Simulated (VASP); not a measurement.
# Br (Cmce) in VASP: a series of runs

Runs on Br. Level: PBE+D3(BJ). Tasks: single point.

Everything below comes from runs of VASP 6.6.1. Logs are shortened: lines on timing, memory, paths and dates and some standing lists are left out, and cuts for length are marked.

## 1. The cell of the first run

It takes space group Cmce (No. 64, orthorhombic). Conventional cell: a = 6.676 Å, b = 4.072 Å, c = 8.506 Å, α = 90.00°, β = 90.00°, γ = 90.00°. Br (site symmetry m) has 3 Br at 2.40 to 3.01 Å within 3.2 Å.

## 2. Single point, PBE+D3(BJ)

Contents of INCAR:

```
SYSTEM = Br
ALGO = Normal ; EDIFF = 1E-7
ENCUT = 520 ; GGA = PE
ISIF = 2 ; ISMEAR = 0
IVDW = 12 ; LASPH = .TRUE.
LCHARG = .TRUE. ; LELF = .TRUE.
LREAL = .FALSE. ; LVHAR = .TRUE.
LWAVE = .FALSE. ; NBANDS = 22
NELM = 80 ; PREC = Accurate
SIGMA = 0.02
```

Contents of KPOINTS:

```
k-points
0
G
  8 8 4
  0 0 0
```

Contents of POSCAR:

```
Br
1.0
    3.3377887287     -2.0358782011      0.0000000000
    3.3377887287      2.0358782011      0.0000000000
    0.0000000000      0.0000000000      8.5060464676
Br
4
Direct
    0.1558157535      0.8441842465      0.1196696583
    0.6558157535      0.3441842465      0.3803303417
    0.8441842465      0.1558157535      0.8803303417
    0.3441842465      0.6558157535      0.6196696583
```

Potentials or basis: VASP PAW PBE potentials, release 64 (Br).

Launch:

```bash
$ cat potpaw_PBE.64/Br/POTCAR > POTCAR
$ mpirun -np 1 vasp_std > vasp.out
```

OUTCAR:

```text
SYSTEM = Br
   EDIFF = 1E-7
   ENCUT = 520
   GGA = PE
   ISIF = 2
   ISMEAR = 0
   IVDW = 12
   LASPH = .TRUE.
   LREAL = .FALSE.
   NELM = 80
   PREC = Accurate
 IVDW          = 12

 ion  position               nearest neighbor table
   1  0.156  0.844  0.120-   3 2.40
   2  0.656  0.344  0.380-   4 2.40
   3  0.844  0.156  0.880-   1 2.40
   4  0.344  0.656  0.620-   2 2.40

  LATTYP: Found a base centered orthorhombic cell.
 ALAT       =     4.0717564022
 B/A-ratio  =     1.6394835049
 C/A-ratio  =     2.0890361867

  Lattice vectors:

 A1 = (  -3.3377887287,  -2.0358782011,   0.0000000000)
 A2 = (   3.3377887287,  -2.0358782011,   0.0000000000)
 A3 = (   0.0000000000,   0.0000000000,   8.5060464676)

Analysis of symmetry for initial positions (statically):
=====================================================================
 Subroutine PRICEL returns:
 Original cell was already a primitive cell.

 Routine SETGRP: Setting up the symmetry group for a
 base centered orthorhombic supercell.

 Subroutine GETGRP returns: Found  8 space group operations
 (whereof  4 operations were pure point group operations)
 out of a pool of  8 trial point group operations.

The static configuration has the point symmetry C_2h.
 The point group associated with its full space group is D_2h.

Analysis of symmetry for dynamics (positions and initial velocities):
=====================================================================
 Subroutine PRICEL returns:
 Original cell was already a primitive cell.

 Routine SETGRP: Setting up the symmetry group for a
 base centered orthorhombic supercell.

 Subroutine GETGRP returns: Found  8 space group operations
 (whereof  4 operations were pure point group operations)
 out of a pool of  8 trial point group operations.

The dynamic configuration has the point symmetry C_2h.
 The point group associated with its full space group is D_2h.

 Subroutine INISYM returns: Found  8 space group operations
 (whereof  4 operations are pure point group operations),
 and found     1 'primitive' translations

----------------------------------------------------------------------------------------

                                     Primitive cell

  volume of cell :     115.6028

  direct lattice vectors                    reciprocal lattice vectors
[... 90 lines left out ...]
   NELM   =     80;   NELMIN=  2; NELMDL= -5     # of ELM steps
   EDIFF  = 0.1E-06   stopping-criterion for ELM
   LREAL  =      F    real-space projection
   EDIFFG = 0.1E-05   stopping-criterion for IOM
   NSW    =      0    number of steps for IOM
   IBRION =     -1    ionic relax: 0-MD 1-quasi-New 2-CG
   NFREE  =      0    steps in history (QN), initial steepest desc. (CG)
   ISIF   =      2    stress and relaxation
   ISYM   =      2    0-nonsym 1-usesym 2-fastsym
   POTIM  = 0.5000    time-step for ionic-motion
   TEBEG  =    0.0;   TEEND  =   0.0 temperature during run
   PSTRESS=    0.0 pullay stress
   NELECT =      28.0000    total number of electrons
   NUPDOWN=      -1.0000    fix difference up-down
   EMIN   =  10.00;   EMAX   =-10.00  energy-range for DOS
   EFERMI =   0.00;   METHOD = LEGACY
   ISMEAR =     0;   SIGMA  =   0.02  broadening in eV -4-tet -1-fermi 0-gaus
   EFERMI_NEDOS =   21; number of points for ismear=-14 and -15
   IALGO  =     38    algorithm
   IMIX   =      4    mixing-type and parameters
     AMIX     =   0.40;   BMIX     =  1.00
     AMIX_MAG =   1.60;   BMIX_MAG =  1.00
  volume/ion in A,a.u.               =      28.90       195.03
  Fermi-wavevector in a.u.,A,eV,Ry     =   1.020481  1.928429 14.168841  1.041380
  Thomas-Fermi vector in A             =   2.154052
   LORBIT       =      0    0 simple, 1 ext, 2 COOP (PROOUT), +10 PAW based schemes
   GGA     = PE    functional components
   LHFCALC =     F    Hartree Fock is set to
   AEXX    =    0.0000 exact exchange contribution
   IVDW    =    12    specifies the selected vdW correction
   LEPSILON=     F    determine dielectric tensor
   LRPA    =     F    only Hartree local field effects (RPA)
 non-spin polarized calculation
 Gauss-broadening in eV      SIGMA  =   0.02
  energy-cutoff  :      520.00
  volume of cell :      115.60
 maximum number of plane-waves:      3152
 NGX is ok and might be reduce to    30
   NGX = 15   NGY = 15   NGZ = 31

 number of electron      27.9999997 magnetization

 Free energy of the ion-electron system (eV)
  ---------------------------------------------------
  ext. energy  EPLUGINS =         0.00000000
  ---------------------------------------------------
  free energy    TOTEN  =        -6.35612326 eV

  energy without entropy =       -6.35612326  energy(sigma->0) =       -6.35612326

 E-fermi :   1.0958     XC(G=0):  -8.6456

 val. band max:        1.0006263245   @ k =   0.0000   0.0000   0.0000
 cond. band min:       2.2738734560   @ k =   0.5000   0.3750   0.0000
 fundamental gap:      1.2732471315
 Fermi energy:         1.0957683894

 k-point     1 :       0.0000    0.0000    0.0000
  band No.  band energies     occupation
      1     -15.1112      2.00000
      2     -14.3403      2.00000
      3     -12.9979      2.00000
      4     -11.5893      2.00000
      5      -4.2859      2.00000
      6      -2.5947      2.00000
[... 589 lines left out ...]
     21      10.2116      0.00000
     22      10.4320      0.00000

 [... further k-points ...]

------------------------ aborting loop because EDIFF is reached ----------------------------------------

 Edisp (eV)   -1.00974

 E8    (eV) :    -0.4018

  FORCE on cell =-STRESS in cart. coord.  units (eV):
  Direction    XX          YY          ZZ          XY          YZ          ZX
  --------------------------------------------------------------------------------------
  -------------------------------------------------------------------------------------
  Total       0.72417     0.73350     0.75107     0.00000    -0.00000     0.00000
  in kB      10.03647    10.16583    10.40930     0.00000    -0.00000     0.00000
  external pressure =       10.20 kB  Pullay stress =        0.00 kB

 VOLUME and BASIS-vectors are now :
 -----------------------------------------------------------------------------
  energy-cutoff  :      520.00
  volume of cell :      115.60
      direct lattice vectors                 reciprocal lattice vectors
     3.337788729 -2.035878201  0.000000000     0.149799775 -0.245594260  0.000000000
     3.337788729  2.035878201  0.000000000     0.149799775  0.245594260  0.000000000
     0.000000000  0.000000000  8.506046468     0.000000000  0.000000000  0.117563430

 POSITION                                       TOTAL-FORCE (eV/Angst)
 -----------------------------------------------------------------------------------
      3.33779      1.40143      1.01792         0.000000     -0.003346      0.005525
      3.33779     -0.63444      3.23511         0.000000     -0.003346     -0.005525
      3.33779     -1.40143      7.48813         0.000000      0.003346     -0.005525
      3.33779      0.63444      5.27094         0.000000      0.003346      0.005525
 -----------------------------------------------------------------------------------
    total drift:                               -0.000000     -0.000000     -0.000000

  FREE ENERGIE OF THE ION-ELECTRON SYSTEM (eV)
  ---------------------------------------------------
  free  energy   TOTEN  =        -7.3658618003 eV

  energy  without entropy=       -7.3658618003  energy(sigma->0) =       -7.36586180
```

OSZICAR:

```text
N       E                     dE             d eps       ncg     rms          rms(c)
DAV:   1     0.173562867499E+03    0.17356E+03   -0.11737E+04  2772   0.108E+03
DAV:   2     0.599821228078E+01   -0.16756E+03   -0.16167E+03  3950   0.187E+02
DAV:   3    -0.655129643395E+01   -0.12550E+02   -0.12492E+02  3522   0.577E+01
DAV:   4    -0.667790726488E+01   -0.12661E+00   -0.12657E+00  3370   0.686E+00
DAV:   5    -0.667900620445E+01   -0.10989E-02   -0.10988E-02  3456   0.636E-01    0.119E+01
DAV:   6    -0.644144876265E+01    0.23756E+00   -0.16882E-01  3276   0.213E+00    0.767E+00
DAV:   7    -0.636278289027E+01    0.78666E-01   -0.37282E-01  3270   0.314E+00    0.516E-01
DAV:   8    -0.635603152922E+01    0.67514E-02   -0.41466E-02  3066   0.108E+00    0.264E-01
DAV:   9    -0.635608669360E+01   -0.55164E-04   -0.77605E-04  3414   0.169E-01    0.923E-02
DAV:  10    -0.635612156711E+01   -0.34874E-04   -0.94600E-05  3318   0.553E-02    0.398E-02
DAV:  11    -0.635612265618E+01   -0.10891E-05   -0.11829E-05  3390   0.197E-02    0.726E-03
DAV:  12    -0.635612296565E+01   -0.30947E-06   -0.20938E-06  3356   0.767E-03    0.575E-03
DAV:  13    -0.635612316050E+01   -0.19485E-06   -0.52139E-07  3204   0.414E-03    0.343E-03
DAV:  14    -0.635612325833E+01   -0.97830E-07   -0.17923E-07  2354   0.250E-03
   1 F= -.73658618E+01 E0= -.73658618E+01  d E =-.656031E-14
```

Run time: 4.7 min. Hardware: 1 thread of Intel Xeon 8259CL, shared host; peak memory 0.3 GiB.

Results:

```
Free energy                : -7.3659 eV
Pressure                   : 1.0 GPa
Largest force              : 0.006 eV/Å
Band gap on the k mesh     : 1.27 eV (least direct gap 1.38 eV)
Dispersion energy per atom : -0.252 eV
```

Forces in eV/Å, atoms in the order of the input:
```
Br   0.000 -0.003  0.006
Br   0.000 -0.003 -0.006
Br   0.000  0.003 -0.006
Br   0.000  0.003  0.006
```

Levels at points of the mesh, in eV from the valence-band top:
```
           k point  band 11  band 12  band 13  band 14  band 15  band 16  band 17  band 18
(0.00, 0.00, 0.00)    -1.29    -0.69    -0.37     0.00     1.38     2.32     6.17     6.63
(0.50, 0.00, 0.00)    -1.66    -1.66    -0.72    -0.72     2.49     2.49     6.78     6.78
(0.50, 0.50, 0.00)    -2.08    -1.68    -0.86    -0.34     1.29     2.05     6.52     7.73
(0.00, 0.00, 0.50)    -1.11    -1.11    -0.16    -0.16     1.61     1.61     6.80     6.80
(0.50, 0.00, 0.50)    -0.94    -0.94    -0.01    -0.01     1.71     1.71     7.25     7.25
(0.50, 0.50, 0.50)    -1.37    -1.37    -1.16    -1.16     1.46     1.46     7.72     7.72
```

## 3. Single point, PBE+D3(BJ)

This run uses another cell than the first one, of 16.41 Å³/atom.

Contents of INCAR:

```
SYSTEM = Br
PREC     = Accurate       ! precision mode
ENCUT    = 520            ! plane-wave cutoff, eV
EDIFF    = 1E-6           ! SCF threshold, eV
ISMEAR   = 0              ! smearing method
SIGMA    = 0.02           ! smearing width, eV
LREAL    = .FALSE.        ! projectors in reciprocal space
LASPH    = .TRUE.         ! aspherical terms in the spheres
NELM     = 80             ! most SCF steps
ALGO     = Normal         ! electronic algorithm
ISIF     = 2              ! what is computed and relaxed
LWAVE    = .FALSE.        ! write WAVECAR
LCHARG   = .FALSE.        ! write CHGCAR
GGA      = PE             ! functional
IVDW     = 12             ! dispersion correction
NBANDS   = 22             ! bands
```

Contents of KPOINTS:

```
Automatic mesh
0
G
  12 12 6
  0 0 0
```

Contents of POSCAR:

```
Br
1.0
    2.5125407593     -1.7063520141      0.0000000000
    2.5125407593      1.7063520141      0.0000000000
    0.0000000000      0.0000000000      7.6554507388
Br
4
Direct
    0.2069542987      0.7930457013      0.1240224882
    0.7069542987      0.2930457013      0.3759775118
    0.7930457013      0.2069542987      0.8759775118
    0.2930457013      0.7069542987      0.6240224882
```

Potentials or basis: VASP PAW PBE potentials, release 64 (Br).

Launch:

```bash
$ cat potpaw_PBE.64/Br/POTCAR > POTCAR
$ mpirun -np 1 vasp_std > vasp.out
```

It took 4.4 min on 1 thread of Intel Xeon 8259CL, shared host; peak memory 0.31 GiB.

The run converged. Its results:

```
Free energy                : -2.7484 eV
Pressure                   : 50.1 GPa
Largest force              : 0.006 eV/Å
Band gap on the k mesh     : zero (bands 14 and 15 overlap by 0.37 eV)
Dispersion energy per atom : -0.450 eV
```

Forces on the atoms (eV/Å):
```
Br   0.000 -0.006  0.001
Br   0.000 -0.006 -0.001
Br   0.000  0.006 -0.001
Br   0.000  0.006  0.001
```

Stress tensor (GPa, compression positive):
```
50.06  0.00  0.00
 0.00 50.15  0.00
 0.00  0.00 50.19
```

Levels at points of the mesh, in eV from the Fermi level:
```
           k point  band 12  band 13  band 14  band 15  band 16  band 17
(0.00, 0.00, 0.00)    -0.44    -0.43    -0.13     2.01     2.92     4.00
(0.50, 0.00, 0.00)    -2.37    -1.77    -1.77     3.09     3.09     5.44
(0.50, 0.50, 0.00)    -3.49    -3.36    -2.41     0.46     1.37     3.03
(0.00, 0.00, 0.50)    -0.37    -0.27    -0.27     1.50     1.50     5.33
(0.50, 0.00, 0.50)    -2.52    -0.05    -0.05     0.72     0.72     6.47
(0.50, 0.50, 0.50)    -4.28    -2.27    -2.27    -0.15    -0.15     4.98
```

Caveat: the cell stands under pressure.

(Part 1 of 2 ends here.)
